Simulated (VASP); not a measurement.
# MgS (F-43m) in VASP: notebook

The runs below take MgS through single point, with PBE, r2SCAN.

All numbers are computed with VASP 6.6.1; they aren't measurements. Logs are shortened: lines on timing, memory, paths and dates and some standing lists are left out, and cuts for length are marked.

**1. The cell of the first run**

Symmetry: F-43m, No. 216, cubic system. The conventional cell has a = 5.662 Å, b = 5.662 Å, c = 5.662 Å, α = 90.00°, β = 90.00°, γ = 90.00°. Within 3.2 Å of Mg (site symmetry -43m) lie 4 S at 2.45 Å. Within 3.2 Å of S (site symmetry -43m) lie 4 Mg at 2.45 Å.

**2. Single point, PBE**

Input file INCAR:

```
  PREC = Accurate
  ENCUT = 520
  EDIFF = 1E-6
  ISMEAR = 0
  SIGMA = 0.01
  LREAL = False
  LASPH = True
  NELM = 60
  ALGO = Normal
  ISIF = 2
  LWAVE = False
  LCHARG = False
  GGA = PE
  NBANDS = 11
```

Input file KPOINTS:

```
regular mesh
0
Gamma
  6 6 6
```

Input file POSCAR:

```
MgS
1.0
    0.0000000000      2.8308768412      2.8308768412
    2.8308768412      0.0000000000      2.8308768412
    2.8308768412      2.8308768412      0.0000000000
Mg S
1 1
Direct
    0.0000000000      0.0000000000      0.0000000000
    0.2500000000      0.2500000000      0.2500000000
```

Potentials or basis: VASP PAW PBE potentials, release 64 (Mg, S).

Started as:

```sh
> cat potpaw_PBE.64/Mg/POTCAR potpaw_PBE.64/S/POTCAR > POTCAR
> mpirun -np 1 vasp_std > vasp.out
```

OUTCAR:

```text
PREC = Accurate
   ENCUT = 520
   EDIFF = 1E-6
   ISMEAR = 0
   LREAL = False
   LASPH = True
   NELM = 60
   ISIF = 2
   GGA = PE

 ion  position               nearest neighbor table
   1  0.000  0.000  0.000-   2 2.45   2 2.45   2 2.45   2 2.45
   2  0.250  0.250  0.250-   1 2.45   1 2.45   1 2.45   1 2.45

  LATTYP: Found a face centered cubic cell.
 ALAT       =     5.6617536824

  Lattice vectors:

 A1 = (   0.0000000000,   2.8308768412,   2.8308768412)
 A2 = (   2.8308768412,   0.0000000000,   2.8308768412)
 A3 = (   2.8308768412,   2.8308768412,   0.0000000000)

Analysis of symmetry for initial positions (statically):
=====================================================================
 Subroutine PRICEL returns:
 Original cell was already a primitive cell.

 Routine SETGRP: Setting up the symmetry group for a
 face centered cubic supercell.

 Subroutine GETGRP returns: Found 24 space group operations
 (whereof 24 operations were pure point group operations)
 out of a pool of 48 trial point group operations.

The static configuration has the point symmetry T_d .

Analysis of symmetry for dynamics (positions and initial velocities):
=====================================================================
 Subroutine PRICEL returns:
 Original cell was already a primitive cell.

 Routine SETGRP: Setting up the symmetry group for a
 face centered cubic supercell.

 Subroutine GETGRP returns: Found 24 space group operations
 (whereof 24 operations were pure point group operations)
 out of a pool of 48 trial point group operations.

The dynamic configuration has the point symmetry T_d .

 Subroutine INISYM returns: Found 24 space group operations
 (whereof 24 operations are pure point group operations),
 and found     1 'primitive' translations

----------------------------------------------------------------------------------------

                                     Primitive cell

  volume of cell :      45.3725

  direct lattice vectors                    reciprocal lattice vectors
     0.000000000  2.830876841  2.830876841    -0.176623721  0.176623721  0.176623721
     2.830876841  0.000000000  2.830876841     0.176623721 -0.176623721  0.176623721
     2.830876841  2.830876841  0.000000000     0.176623721  0.176623721 -0.176623721

  length of vectors
     4.003464422  4.003464422  4.003464422     0.305921258  0.305921258  0.305921258

  position of ions in fractional coordinates (direct lattice)
     0.000000000  0.000000000  0.000000000
     0.250000000  0.250000000  0.250000000

  ion indices of the primitive-cell ions
   primitive index   ion index
                 1           1
                 2           2

----------------------------------------------------------------------------------------

 KPOINTS: regular mesh

Automatic generation of k-mesh.
 Grid dimensions read from file:
 generate k-points for:    6    6    6

 Generating k-lattice:

  Cartesian coordinates                     Fractional coordinates (reciprocal lattice)
    -0.029437287  0.029437287  0.029437287     0.166666667  0.000000000  0.000000000
     0.029437287 -0.029437287  0.029437287     0.000000000  0.166666667  0.000000000
     0.029437287  0.029437287 -0.029437287     0.000000000  0.000000000  0.166666667

  Length of vectors
     0.050986876  0.050986876  0.050986876

  Shift w.r.t. Gamma in fractional coordinates (k-lattice)
     0.000000000  0.000000000  0.000000000

 Subroutine IBZKPT returns following result:
 ===========================================

 Found     16 irreducible k-points:

 Following reciprocal coordinates:
            Coordinates               Weight
  0.000000  0.000000  0.000000      1.000000
  0.166667  0.000000  0.000000      8.000000
  0.333333  0.000000  0.000000      8.000000
  0.500000  0.000000  0.000000      4.000000
  0.166667  0.166667  0.000000      6.000000
  0.333333  0.166667  0.000000     24.000000
[... 8 lines left out ...]
 -0.333333  0.333333  0.166667     24.000000
 -0.333333  0.500000  0.166667     12.000000
   k-points           NKPTS =     16   k-points in BZ     NKDIM =     16   number of bands    NBANDS=     11
   number of dos      NEDOS =    301   number of ions     NIONS =      2
   total plane-waves  NPLWV =  27000
   dimension x,y,z NGX =    30 NGY =   30 NGZ =   30
   dimension x,y,z NGXF=    60 NGYF=   60 NGZF=   60
   ions per type =               1   1
   NGX,Y,Z   is equivalent  to a cutoff of  12.46, 12.46, 12.46 a.u.
   NGXF,Y,Z  is equivalent  to a cutoff of  24.92, 24.92, 24.92 a.u.
 SYSTEM =  unknown system
   PREC   = accura    normal or accurate (medium, high low for compatibility)
   ISTART =      0    job   : 0-new  1-cont  2-samecut
   ICHARG =      2    charge: 1-file 2-atom 10-const
   ISPIN  =      1    spin polarized calculation?
   LNONCOLLINEAR =      F non collinear calculations
   LSORBIT =      F    spin-orbit coupling
   LASPH  =      T    aspherical Exc in radial PAW
   ENCUT  =  520.0 eV  38.22 Ry    6.18 a.u.   7.44  7.44  7.44*2*pi/ulx,y,z
   NELM   =     60;   NELMIN=  2; NELMDL= -5     # of ELM steps
   EDIFF  = 0.1E-05   stopping-criterion for ELM
   LREAL  =      F    real-space projection
   EDIFFG = 0.1E-04   stopping-criterion for IOM
   NSW    =      0    number of steps for IOM
   IBRION =     -1    ionic relax: 0-MD 1-quasi-New 2-CG
   NFREE  =      0    steps in history (QN), initial steepest desc. (CG)
   ISIF   =      2    stress and relaxation
   ISYM   =      2    0-nonsym 1-usesym 2-fastsym
   POTIM  = 0.5000    time-step for ionic-motion
   TEBEG  =    0.0;   TEEND  =   0.0 temperature during run
   PSTRESS=    0.0 pullay stress
   NELECT =       8.0000    total number of electrons
   NUPDOWN=      -1.0000    fix difference up-down
   EMIN   =  10.00;   EMAX   =-10.00  energy-range for DOS
   EFERMI =   0.00;   METHOD = LEGACY
   ISMEAR =     0;   SIGMA  =   0.01  broadening in eV -4-tet -1-fermi 0-gaus
   EFERMI_NEDOS =   21; number of points for ismear=-14 and -15
   IALGO  =     38    algorithm
   IMIX   =      4    mixing-type and parameters
     AMIX     =   0.40;   BMIX     =  1.00
     AMIX_MAG =   1.60;   BMIX_MAG =  1.00
  volume/ion in A,a.u.               =      22.69       153.09
  Fermi-wavevector in a.u.,A,eV,Ry     =   0.917995  1.734760 11.465842  0.842716
  Thomas-Fermi vector in A             =   2.043027
   LORBIT       =      0    0 simple, 1 ext, 2 COOP (PROOUT), +10 PAW based schemes
   GGA     = PE    functional components
   LHFCALC =     F    Hartree Fock is set to
   AEXX    =    0.0000 exact exchange contribution
   IVDW    =     0    specifies the selected vdW correction
   LEPSILON=     F    determine dielectric tensor
   LRPA    =     F    only Hartree local field effects (RPA)
 non-spin polarized calculation
 Gauss-broadening in eV      SIGMA  =   0.01
  energy-cutoff  :      520.00
  volume of cell :       45.37
 maximum number of plane-waves:      1243
 NGX is ok and might be reduce to    30
   NGX = 15   NGY = 15   NGZ = 15

 number of electron       8.0000001 magnetization

 Free energy of the ion-electron system (eV)
  ---------------------------------------------------
  ext. energy  EPLUGINS =         0.00000000
  ---------------------------------------------------
  free energy    TOTEN  =        -8.47015128 eV

  energy without entropy =       -8.47015128  energy(sigma->0) =       -8.47015128

 E-fermi :   1.1189     XC(G=0):  -8.3898

 val. band max:        1.0637459753   @ k =   0.0000   0.0000   0.0000
 cond. band min:       4.5218144930   @ k =   0.0000   0.0000   0.0000
 fundamental gap:      3.4580685177
 Fermi energy:         1.1188888996

 k-point     1 :       0.0000    0.0000    0.0000
  band No.  band energies     occupation
      1     -10.2035      2.00000
      2       1.0637      2.00000
      3       1.0637      2.00000
      4       1.0637      2.00000
      5       4.5218      0.00000
      6       9.0135      0.00000
      7       9.0135      0.00000
      8       9.0135      0.00000
      9      11.8946      0.00000
     10      11.8946      0.00000
     11      14.7876      0.00000

 k-point     2 :       0.1667    0.0000    0.0000
  band No.  band energies     occupation
      1     -10.0523      2.00000
      2      -0.0028      2.00000
      3       0.9743      2.00000
      4       0.9743      2.00000
      5       5.5217      0.00000
      6       8.7617      0.00000
      7       9.2658      0.00000
      8       9.2659      0.00000
      9      11.3070      0.00000
     10      11.3070      0.00000
     11      13.8466      0.00000

 k-point     3 :       0.3333    0.0000    0.0000
  band No.  band energies     occupation
      1      -9.7147      2.00000
      2      -1.4539      2.00000
      3       0.8118      2.00000
      4       0.8118      2.00000
      5       6.2057      0.00000
      6       8.9899      0.00000
      7       8.9899      0.00000
      8       9.2344      0.00000
      9      12.2619      0.00000
     10      12.2619      0.00000
     11      13.1886      0.00000

 k-point     4 :       0.5000    0.0000    0.0000
  band No.  band energies     occupation
      1      -9.5229      2.00000
      2      -2.0622      2.00000
      3       0.7374      2.00000
      4       0.7374      2.00000
      5       6.1790      0.00000
      6       8.7020      0.00000
      7       8.7020      0.00000
      8       9.6702      0.00000
      9      13.9504      0.00000
     10      14.2368      0.00000
     11      14.2368      0.00000
[... 127 lines left out ...]
 k-point    14 :       0.5000    0.3333    0.1667
  band No.  band energies     occupation
      1      -9.4844      2.00000
      2      -1.3744      2.00000
      3      -0.2449      2.00000
      4       0.3729      2.00000
      5       6.7566      0.00000
      6       8.1259      0.00000
      7       8.5856      0.00000
      8      10.8808      0.00000
      9      11.7391      0.00000
     10      14.6051      0.00000
     11      15.3892      0.00000

 k-point    15 :      -0.3333    0.3333    0.1667
  band No.  band energies     occupation
      1      -9.3545      2.00000
      2      -1.4770      2.00000
      3      -0.5964      2.00000
      4       0.1719      2.00000
      5       6.8343      0.00000
      6       8.0966      0.00000
      7       9.4877      0.00000
      8      10.3660      0.00000
      9      12.2788      0.00000
     10      14.1203      0.00000
     11      15.3203      0.00000

 k-point    16 :      -0.3333    0.5000    0.1667
  band No.  band energies     occupation
      1      -9.2966      2.00000
      2      -1.4400      2.00000
      3      -0.4893      2.00000
      4      -0.1916      2.00000
      5       6.0451      0.00000
      6       7.9085      0.00000
      7      10.4578      0.00000
      8      10.4675      0.00000
      9      13.5920      0.00000
     10      14.9112      0.00000
     11      14.9234      0.00000

------------------------ aborting loop because EDIFF is reached ----------------------------------------

  FORCE on cell =-STRESS in cart. coord.  units (eV):
  Direction    XX          YY          ZZ          XY          YZ          ZX
  --------------------------------------------------------------------------------------
  -------------------------------------------------------------------------------------
  Total        0.2651071      0.2651071      0.2651071      0.0000000      0.0000000      0.0000000
  in kB        9.3613605      9.3613605      9.3613605      0.0000000      0.0000000      0.0000000
  external PRESSURE =       9.3613605 kB  Pullay stress =       0.0000000 kB

 VOLUME and BASIS-vectors are now :
 -----------------------------------------------------------------------------
  energy-cutoff  :      520.00
  volume of cell :       45.37
      direct lattice vectors                 reciprocal lattice vectors
     0.000000000  2.830876841  2.830876841    -0.176623721  0.176623721  0.176623721
     2.830876841  0.000000000  2.830876841     0.176623721 -0.176623721  0.176623721
     2.830876841  2.830876841  0.000000000     0.176623721  0.176623721 -0.176623721

 POSITION                                       TOTAL-FORCE (eV/Angst)
 -----------------------------------------------------------------------------------
      0.00000      0.00000      0.00000         0.000000      0.000000      0.000000
      1.41544      1.41544      1.41544        -0.000000     -0.000000     -0.000000
 -----------------------------------------------------------------------------------
    total drift:                                0.000000      0.000000      0.000000

  FREE ENERGIE OF THE ION-ELECTRON SYSTEM (eV)
  ---------------------------------------------------
  free  energy   TOTEN  =        -8.4701512754 eV

  energy  without entropy=       -8.4701512754  energy(sigma->0) =       -8.47015128
```

It took 8.5 s on 1 thread of Intel Xeon 6975P-C (Granite Rapids), shared host; peak memory 0.16 GiB.

What came out:

| Quantity | Value |
| --- | --- |
| Free energy | -8.4702 eV |
| Pressure | 0.9 GPa |
| Band gap on the k mesh | 3.46 eV, direct |

A k mesh can miss the band edges. PBE gaps usually lie below the measured ones, often by a third to a half.

**3. Single point, r2SCAN**

POSCAR is that of step 2.

Input file INCAR.step1:

```
SYSTEM = MgS
ALGO = Normal ; EDIFF = 1E-4
ENCUT = 520 ; GGA = PE
ISMEAR = 0 ; LASPH = .True.
LCHARG = .False. ; LREAL = .False.
LWAVE = .True. ; NBANDS = 11
NELM = 60 ; PREC = Accurate
SIGMA = 0.01
```

Input file INCAR.step2:

```
SYSTEM = MgS
ALGO = Normal ; EDIFF = 1E-7
ENCUT = 520 ; ISIF = 2
ISMEAR = 0 ; ISTART = 1
LASPH = .True. ; LCHARG = .False.
LMIXTAU = .True. ; LREAL = .False.
LWAVE = .False. ; METAGGA = R2SCAN
NBANDS = 11 ; NELM = 60
PREC = Accurate ; SIGMA = 0.01
```

Input file KPOINTS:

```
k-points
0
Gamma
  6 6 6
  0 0 0
```

Potentials or basis: VASP PAW PBE potentials, release 64 (Mg, S).

Started as:

```sh
> cat potpaw_PBE.64/Mg/POTCAR potpaw_PBE.64/S/POTCAR > POTCAR
> cp INCAR.step1 INCAR
> mpirun -np 1 vasp_std > vasp.out
> cp INCAR.step2 INCAR
> mpirun -np 1 vasp_std > vasp.out
```

Wall time 43 s (1 thread of Intel Xeon 6975P-C (Granite Rapids), shared host); peak memory 0.16 GiB.

It converged, with:

| Item | Value |
| --- | --- |
| Free energy | -15.4503 eV |
| Pressure | -0.3 GPa |
| Band gap on the k mesh | 4.13 eV, direct |

Levels at points of the mesh, in eV from the valence-band top:
| k point | band 2 | band 3 | band 4 | band 5 | band 6 | band 7 |
| --- | --- | --- | --- | --- | --- | --- |
| (0.00, 0.00, 0.00) | 0.00 | 0.00 | 0.00 | 4.13 | 8.59 | 8.59 |
| (0.50, 0.00, 0.00) | -3.15 | -0.33 | -0.33 | 5.79 | 8.21 | 8.21 |
| (0.50, 0.50, 0.00) | -2.82 | -1.05 | -1.05 | 4.32 | 6.26 | 12.13 |

Caveat: the PAW data sets were made with another functional, which shifts forces and pressure a little. A k mesh can miss the band edges.
